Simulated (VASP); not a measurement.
# CuI (Marshite) (F-43m) in VASP: a series of runs

CuI (Marshite) is run at these levels: PBE; tasks: single point.

Everything below comes from runs of VASP 6.6.1. Logs are shortened: lines on timing, memory, paths and dates and some standing lists are left out, and cuts for length are marked.

**1. The cell of the first run**

It takes space group F-43m (No. 216, cubic). Conventional cell: a = 6.143 Å, b = 6.143 Å, c = 6.143 Å, α = 90.00°, β = 90.00°, γ = 90.00°. Cu (site symmetry -43m) has 4 I at 2.66 Å within 3.5 Å. I (site symmetry -43m) has 4 Cu at 2.66 Å within 3.5 Å.

**2. Single point, PBE**

INCAR

```
  PREC = Accurate
  ENCUT = 520
  EDIFF = 1E-6
  ISMEAR = 0
  SIGMA = 0.01
  LREAL = False
  LASPH = True
  NELM = 60
  ALGO = Normal
  ISIF = 2
  LWAVE = False
  LCHARG = True
  GGA = PE
  LELF = True
  LVHAR = True
  NBANDS = 16
```

KPOINTS

```
regular mesh
0
Gamma
  6 6 6
```

POSCAR

```
CuI
1.0
    0.0000000000      3.0713927327      3.0713927327
    3.0713927327      0.0000000000      3.0713927327
    3.0713927327      3.0713927327      0.0000000000
Cu I
1 1
Direct
    0.2500000000      0.2500000000      0.2500000000
    0.0000000000      0.0000000000      0.0000000000
```

Potentials or basis: VASP PAW PBE potentials, release 64 (Cu, I).

Started as:

```sh
cat potpaw_PBE.64/Cu/POTCAR potpaw_PBE.64/I/POTCAR > POTCAR
mpirun -np 1 vasp_std > vasp.out
```

OUTCAR:

```text
PREC = Accurate
   ENCUT = 520
   EDIFF = 1E-6
   ISMEAR = 0
   LREAL = False
   LASPH = True
   NELM = 60
   ISIF = 2
   GGA = PE

 ion  position               nearest neighbor table
   1  0.250  0.250  0.250-   2 2.66   2 2.66   2 2.66   2 2.66
   2  0.000  0.000  0.000-   1 2.66   1 2.66   1 2.66   1 2.66

  LATTYP: Found a face centered cubic cell.
 ALAT       =     6.1427854654

  Lattice vectors:

 A1 = (   0.0000000000,   3.0713927327,   3.0713927327)
 A2 = (   3.0713927327,   0.0000000000,   3.0713927327)
 A3 = (   3.0713927327,   3.0713927327,   0.0000000000)

Analysis of symmetry for initial positions (statically):
=====================================================================
 Subroutine PRICEL returns:
 Original cell was already a primitive cell.

 Routine SETGRP: Setting up the symmetry group for a
 face centered cubic supercell.

 Subroutine GETGRP returns: Found 24 space group operations
 (whereof 24 operations were pure point group operations)
 out of a pool of 48 trial point group operations.

The static configuration has the point symmetry T_d .

Analysis of symmetry for dynamics (positions and initial velocities):
=====================================================================
 Subroutine PRICEL returns:
 Original cell was already a primitive cell.

 Routine SETGRP: Setting up the symmetry group for a
 face centered cubic supercell.

 Subroutine GETGRP returns: Found 24 space group operations
 (whereof 24 operations were pure point group operations)
 out of a pool of 48 trial point group operations.

The dynamic configuration has the point symmetry T_d .

 Subroutine INISYM returns: Found 24 space group operations
 (whereof 24 operations are pure point group operations),
 and found     1 'primitive' translations

----------------------------------------------------------------------------------------

                                     Primitive cell

  volume of cell :      57.9477

  direct lattice vectors                    reciprocal lattice vectors
     0.000000000  3.071392733  3.071392733    -0.162792597  0.162792597  0.162792597
     3.071392733  0.000000000  3.071392733     0.162792597 -0.162792597  0.162792597
     3.071392733  3.071392733  0.000000000     0.162792597  0.162792597 -0.162792597

  length of vectors
     4.343605258  4.343605258  4.343605258     0.281965049  0.281965049  0.281965049

  position of ions in fractional coordinates (direct lattice)
     0.250000000  0.250000000  0.250000000
     0.000000000  0.000000000  0.000000000

  ion indices of the primitive-cell ions
   primitive index   ion index
                 1           1
                 2           2

----------------------------------------------------------------------------------------

 KPOINTS: regular mesh

Automatic generation of k-mesh.
 Grid dimensions read from file:
 generate k-points for:    6    6    6

 Generating k-lattice:

  Cartesian coordinates                     Fractional coordinates (reciprocal lattice)
    -0.027132100  0.027132100  0.027132100     0.166666667  0.000000000  0.000000000
     0.027132100 -0.027132100  0.027132100     0.000000000  0.166666667  0.000000000
     0.027132100  0.027132100 -0.027132100     0.000000000  0.000000000  0.166666667

  Length of vectors
     0.046994175  0.046994175  0.046994175

  Shift w.r.t. Gamma in fractional coordinates (k-lattice)
     0.000000000  0.000000000  0.000000000

 Subroutine IBZKPT returns following result:
 ===========================================

 Found     16 irreducible k-points:

 Following reciprocal coordinates:
            Coordinates               Weight
  0.000000  0.000000  0.000000      1.000000
  0.166667  0.000000  0.000000      8.000000
  0.333333  0.000000  0.000000      8.000000
  0.500000  0.000000  0.000000      4.000000
  0.166667  0.166667  0.000000      6.000000
  0.333333  0.166667  0.000000     24.000000
[... 8 lines left out ...]
 -0.333333  0.333333  0.166667     24.000000
 -0.333333  0.500000  0.166667     12.000000
   k-points           NKPTS =     16   k-points in BZ     NKDIM =     16   number of bands    NBANDS=     16
   number of dos      NEDOS =    301   number of ions     NIONS =      2
   total plane-waves  NPLWV =  32768
   dimension x,y,z NGX =    32 NGY =   32 NGZ =   32
   dimension x,y,z NGXF=    64 NGYF=   64 NGZF=   64
   ions per type =               1   1
   NGX,Y,Z   is equivalent  to a cutoff of  12.25, 12.25, 12.25 a.u.
   NGXF,Y,Z  is equivalent  to a cutoff of  24.50, 24.50, 24.50 a.u.
 SYSTEM =  unknown system
   PREC   = accura    normal or accurate (medium, high low for compatibility)
   ISTART =      0    job   : 0-new  1-cont  2-samecut
   ICHARG =      2    charge: 1-file 2-atom 10-const
   ISPIN  =      1    spin polarized calculation?
   LNONCOLLINEAR =      F non collinear calculations
   LSORBIT =      F    spin-orbit coupling
   LASPH  =      T    aspherical Exc in radial PAW
   ENCUT  =  520.0 eV  38.22 Ry    6.18 a.u.   8.08  8.08  8.08*2*pi/ulx,y,z
   NELM   =     60;   NELMIN=  2; NELMDL= -5     # of ELM steps
   EDIFF  = 0.1E-05   stopping-criterion for ELM
   LREAL  =      F    real-space projection
   EDIFFG = 0.1E-04   stopping-criterion for IOM
   NSW    =      0    number of steps for IOM
   IBRION =     -1    ionic relax: 0-MD 1-quasi-New 2-CG
   NFREE  =      0    steps in history (QN), initial steepest desc. (CG)
   ISIF   =      2    stress and relaxation
   ISYM   =      2    0-nonsym 1-usesym 2-fastsym
   POTIM  = 0.5000    time-step for ionic-motion
   TEBEG  =    0.0;   TEEND  =   0.0 temperature during run
   PSTRESS=    0.0 pullay stress
   NELECT =      18.0000    total number of electrons
   NUPDOWN=      -1.0000    fix difference up-down
   EMIN   =  10.00;   EMAX   =-10.00  energy-range for DOS
   EFERMI =   0.00;   METHOD = LEGACY
   ISMEAR =     0;   SIGMA  =   0.01  broadening in eV -4-tet -1-fermi 0-gaus
   EFERMI_NEDOS =   21; number of points for ismear=-14 and -15
   IALGO  =     38    algorithm
   IMIX   =      4    mixing-type and parameters
     AMIX     =   0.40;   BMIX     =  1.00
     AMIX_MAG =   1.60;   BMIX_MAG =  1.00
  volume/ion in A,a.u.               =      28.97       195.53
  Fermi-wavevector in a.u.,A,eV,Ry     =   1.108716  2.095169 16.724978  1.229251
[... 47 lines left out ...]
      2       0.0512      2.00000
      3       0.5552      2.00000
      4       0.5552      2.00000
      5       2.3106      2.00000
      6       2.3106      2.00000
[... 8 lines left out ...]
     15      12.7305      0.00000
     16      13.1120      0.00000

 k-point     3 :       0.3333    0.0000    0.0000
  band No.  band energies     occupation
      1      -9.4319      2.00000
      2      -0.8860      2.00000
      3       0.5625      2.00000
      4       0.5625      2.00000
      5       2.3207      2.00000
      6       2.3208      2.00000
[... 8 lines left out ...]
     15      13.1854      0.00000
     16      13.1854      0.00000

 k-point     4 :       0.5000    0.0000    0.0000
  band No.  band energies     occupation
      1      -9.2959      2.00000
      2      -1.3293      2.00000
      3       0.5626      2.00000
      4       0.5626      2.00000
      5       2.3448      2.00000
      6       2.3448      2.00000
[... 8 lines left out ...]
     15      14.7746      0.00000
     16      14.7746      0.00000

 k-point     5 :       0.1667    0.1667    0.0000
  band No.  band energies     occupation
      1      -9.6414      2.00000
      2       0.0005      2.00000
      3       0.5169      2.00000
      4       0.5169      2.00000
      5       2.2703      2.00000
      6       2.3388      2.00000
[... 8 lines left out ...]
     15      13.7941      0.00000
     16      13.9511      0.00000

 k-point     6 :       0.3333    0.1667    0.0000
  band No.  band energies     occupation
      1      -9.4366      2.00000
      2      -0.6535      2.00000
      3       0.4348      2.00000
      4       0.5049      2.00000
      5       2.2560      2.00000
      6       2.3542      2.00000
[... 8 lines left out ...]
     15      14.0598      0.00000
     16      14.4644      0.00000

 k-point     7 :       0.5000    0.1667    0.0000
  band No.  band energies     occupation
      1      -9.2565      2.00000
      2      -1.1472      2.00000
      3       0.2451      2.00000
      4       0.5292      2.00000
      5       2.2859      2.00000
      6       2.3502      2.00000
[... 8 lines left out ...]
     15      14.5995      0.00000
     16      14.8182      0.00000

 k-point     8 :      -0.3333    0.1667    0.0000
  band No.  band energies     occupation
      1      -9.3022      2.00000
      2      -1.0033      2.00000
      3       0.1838      2.00000
      4       0.5724      2.00000
      5       2.2977      2.00000
      6       2.3227      2.00000
[... 8 lines left out ...]
     15      13.7896      0.00000
     16      14.9986      0.00000

 k-point     9 :      -0.1667    0.1667    0.0000
  band No.  band energies     occupation
      1      -9.5194      2.00000
      2      -0.4187      2.00000
      3       0.3734      2.00000
      4       0.5863      2.00000
      5       2.2789      2.00000
      6       2.3362      2.00000
[... 8 lines left out ...]
     15      13.3953      0.00000
     16      14.5139      0.00000

 k-point    10 :       0.3333    0.3333    0.0000
  band No.  band energies     occupation
      1      -9.3105      2.00000
      2      -0.9150      2.00000
      3       0.4540      2.00000
      4       0.4540      2.00000
      5       2.2090      2.00000
      6       2.3796      2.00000
[... 8 lines left out ...]
     15      14.5459      0.00000
     16      16.9728      0.00000

 k-point    11 :       0.5000    0.3333    0.0000
  band No.  band energies     occupation
      1      -9.1728      2.00000
      2      -1.1203      2.00000
      3       0.1420      2.00000
      4       0.4592      2.00000
      5       2.2428      2.00000
      6       2.3723      2.00000
[... 8 lines left out ...]
     15      15.0492      0.00000
     16      16.0057      0.00000

 k-point    12 :      -0.3333    0.3333    0.0000
  band No.  band energies     occupation
      1      -9.1693      2.00000
      2      -0.9060      2.00000
      3      -0.3274      2.00000
      4       0.5199      2.00000
      5       2.2116      2.00000
      6       2.3184      2.00000
[... 8 lines left out ...]
     15      13.2746      0.00000
     16      17.1356      0.00000

 k-point    13 :       0.5000    0.5000    0.0000
  band No.  band energies     occupation
      1      -9.1281      2.00000
      2      -1.3197      2.00000
      3       0.4225      2.00000
      4       0.4225      2.00000
      5       2.3013      2.00000
      6       2.3694      2.00000
[... 8 lines left out ...]
     15      15.1873      0.00000
     16      15.8898      0.00000

 k-point    14 :       0.5000    0.3333    0.1667
  band No.  band energies     occupation
      1      -9.2620      2.00000
      2      -0.9092      2.00000
      3       0.0774      2.00000
      4       0.4916      2.00000
      5       2.2633      2.00000
      6       2.3353      2.00000
[... 8 lines left out ...]
     15      14.8253      0.00000
     16      15.8502      0.00000

 k-point    15 :      -0.3333    0.3333    0.1667
  band No.  band energies     occupation
      1      -9.1693      2.00000
      2      -0.9595      2.00000
      3      -0.1995      2.00000
      4       0.4508      2.00000
      5       2.2360      2.00000
      6       2.3216      2.00000
[... 8 lines left out ...]
     15      14.9867      0.00000
     16      15.6101      0.00000

 k-point    16 :      -0.3333    0.5000    0.1667
  band No.  band energies     occupation
      1      -9.1258      2.00000
      2      -1.0516      2.00000
      3      -0.0693      2.00000
      4       0.3591      2.00000
      5       2.2757      2.00000
      6       2.2898      2.00000
[... 8 lines left out ...]
     15      15.3668      0.00000
     16      15.8953      0.00000

------------------------ aborting loop because EDIFF is reached ----------------------------------------

  FORCE on cell =-STRESS in cart. coord.  units (eV):
  Direction    XX          YY          ZZ          XY          YZ          ZX
  --------------------------------------------------------------------------------------
  -------------------------------------------------------------------------------------
  Total       -0.2654976     -0.2654976     -0.2654976     -0.0000000      0.0000000      0.0000000
  in kB       -7.3406605     -7.3406605     -7.3406605     -0.0000000      0.0000000      0.0000000
  external PRESSURE =      -7.3406605 kB  Pullay stress =       0.0000000 kB

 VOLUME and BASIS-vectors are now :
 -----------------------------------------------------------------------------
  energy-cutoff  :      520.00
  volume of cell :       57.95
      direct lattice vectors                 reciprocal lattice vectors
     0.000000000  3.071392733  3.071392733    -0.162792597  0.162792597  0.162792597
     3.071392733  0.000000000  3.071392733     0.162792597 -0.162792597  0.162792597
     3.071392733  3.071392733  0.000000000     0.162792597  0.162792597 -0.162792597

 POSITION                                       TOTAL-FORCE (eV/Angst)
 -----------------------------------------------------------------------------------
      1.53570      1.53570      1.53570         0.000000      0.000000     -0.000000
      0.00000      0.00000      0.00000        -0.000000     -0.000000      0.000000
 -----------------------------------------------------------------------------------
    total drift:                                0.000001      0.000001      0.000001

  FREE ENERGIE OF THE ION-ELECTRON SYSTEM (eV)
  ---------------------------------------------------
  free  energy   TOTEN  =        -5.5547554960 eV

  energy  without entropy=       -5.5547554960  energy(sigma->0) =       -5.55475550
```

Wall time 13 s (1 thread of Intel Xeon Platinum 8488C (Sapphire Rapids), shared host); peak memory 0.18 GiB.

Results:

* Free energy: -5.5548 eV
* Pressure: -0.7 GPa
* Band gap on the k mesh: 1.04 eV, direct

Levels at points of the mesh, in eV from the valence-band top:
| k point | band 7 | band 8 | band 9 | band 10 | band 11 | band 12 |
| --- | --- | --- | --- | --- | --- | --- |
| (0.00, 0.00, 0.00) | 0.00 | 0.00 | 0.00 | 1.04 | 4.91 | 4.91 |
| (0.50, 0.00, 0.00) | -1.63 | -0.65 | -0.65 | 2.13 | 5.43 | 5.43 |
| (0.50, 0.50, 0.00) | -1.62 | -1.37 | -1.37 | 2.80 | 2.92 | 8.93 |

Caveat: spin-orbit coupling is left out, which moves the levels of the heavy elements.

**3. Single point, PBE**

This run uses another cell than the first one, of 30.09 Å³/atom, 1.038 times its volume.

INCAR

```
SYSTEM = CuI
PREC = Accurate
ENCUT = 520
EDIFF = 1E-7
ISMEAR = 0
SIGMA = 0.01
LREAL = .FALSE.
LASPH = .TRUE.
NELM = 60
ALGO = Normal
ISIF = 2
LWAVE = .FALSE.
LCHARG = .FALSE.
GGA = PE
NBANDS = 16
```

KPOINTS

```
regular mesh
0
G
  6 6 6
  0 0 0
```

POSCAR

```
CuI
1.0
    0.0000000000      3.1102752494      3.1102752494
    3.1102752494      0.0000000000      3.1102752494
    3.1102752494      3.1102752494      0.0000000000
Cu I
1 1
Direct
    0.2500000000      0.2500000000      0.2500000000
    0.0000000000      0.0000000000      0.0000000000
```

Potentials or basis: VASP PAW PBE potentials, release 64 (Cu, I).

Started as:

```sh
cat potpaw_PBE.64/Cu/POTCAR potpaw_PBE.64/I/POTCAR > POTCAR
mpirun -np 1 vasp_std > vasp.out
```

Run time: 21 s. Hardware: 1 thread of Intel Xeon Platinum 8488C (Sapphire Rapids), shared host; peak memory 0.2 GiB.

The run converged. Its results:

| Item | Value |
| --- | --- |
| Free energy | -5.5319 eV |
| Pressure | -2.2 GPa |
| Band gap on the k mesh | 0.95 eV, direct |

Levels at points of the mesh, in eV from the valence-band top:
| k point | band 5 | band 6 | band 7 | band 8 | band 9 | band 10 | band 11 | band 12 | band 13 | band 14 |
| --- | --- | --- | --- | --- | --- | --- | --- | --- | --- | --- |
| (0.00, 0.00, 0.00) | -1.56 | -1.56 | 0.00 | 0.00 | 0.00 | 0.95 | 4.94 | 4.94 | 4.94 | 8.06 |
| (0.50, 0.00, 0.00) | -1.53 | -1.53 | -1.50 | -0.59 | -0.59 | 2.09 | 5.45 | 5.45 | 7.23 | 8.86 |
| (0.50, 0.50, 0.00) | -1.57 | -1.51 | -1.48 | -1.25 | -1.25 | 2.87 | 2.92 | 8.69 | 9.37 | 9.37 |

Caveat: spin-orbit coupling is left out, which moves the levels of the heavy elements. As with any semilocal functional, this PBE gap is likely too small.

**4. Single point, PBE**

This run uses another cell than the first one, of 31.20 Å³/atom, 1.077 times its volume.

INCAR

```
ALGO     = Normal         # electronic algorithm
EDIFF    = 1E-6           # SCF threshold, eV
ENCUT    = 520            # plane-wave cutoff, eV
GGA      = PE             # functional
ISIF     = 2              # what is computed and relaxed
ISMEAR   = 0              # smearing method
LASPH    = True           # aspherical terms in the spheres
LCHARG   = False          # write CHGCAR
LREAL    = False          # projectors in reciprocal space
LWAVE    = False          # write WAVECAR
NBANDS   = 16             # bands
NELM     = 60             # most SCF steps
PREC     = Accurate       # precision mode
SIGMA    = 0.01           # smearing width, eV
```

KPOINTS

```
k-points
0
Gamma
  6 6 6
```

POSCAR

```
CuI
1.0
    0.0000000000      3.1482091740      3.1482091740
    3.1482091740      0.0000000000      3.1482091740
    3.1482091740      3.1482091740      0.0000000000
Cu I
1 1
Direct
    0.2500000000      0.2500000000      0.2500000000
    0.0000000000      0.0000000000      0.0000000000
```

Started as:

```sh
cat potpaw_PBE.64/Cu/POTCAR potpaw_PBE.64/I/POTCAR > POTCAR
mpirun -np 1 vasp_std > vasp.out
```

Wall time 18 s (1 thread of Intel Xeon Platinum 8488C (Sapphire Rapids), shared host); peak memory 0.2 GiB.

Results (log left out):

- Free energy: -5.4952 eV
- Pressure: -3.1 GPa
- Band gap on the k mesh: 0.88 eV, direct

Levels at points of the mesh, in eV from the valence-band top:
```
           k point  band 5  band 6  band 7  band 8  band 9  band 10  band 11  band 12  band 13  band 14
(0.00, 0.00, 0.00)   -1.44   -1.44    0.00    0.00    0.00     0.88     4.97     4.97     4.97     8.00
(0.50, 0.00, 0.00)   -1.41   -1.41   -1.38   -0.55   -0.55     2.06     5.47     5.47     7.12     8.76
(0.50, 0.50, 0.00)   -1.44   -1.40   -1.36   -1.15   -1.15     2.91     2.94     8.48     9.19     9.19
```

Caveat: spin-orbit coupling is left out, which moves the levels of the heavy elements. A hybrid or GW would open this gap; PBE tends to underestimate it.

**5. Overview**

| cell | gap on the mesh (eV) | pressure (GPa) |
| --- | --- | --- |
| a = 4.344 Å, angles 60.0°, 2 atoms | 1.04 | -0.7 |
| a = 4.399 Å, angles 60.0°, 2 atoms | 0.95 | -2.2 |
| a = 4.452 Å, angles 60.0°, 2 atoms | 0.88 | -3.1 |

Alike in all rows: task single point; level PBE; potentials or basis VASP PAW PBE potentials, release 64 (Cu, I); no spin polarisation; k mesh 6 × 6 × 6; cutoff (eV) 520; smearing gaussian 0.01 eV.

Caveats: spin-orbit coupling is left out, which moves the levels of the heavy elements.

Total energies depend on the potentials used, so only differences within one code and one set of settings carry meaning.
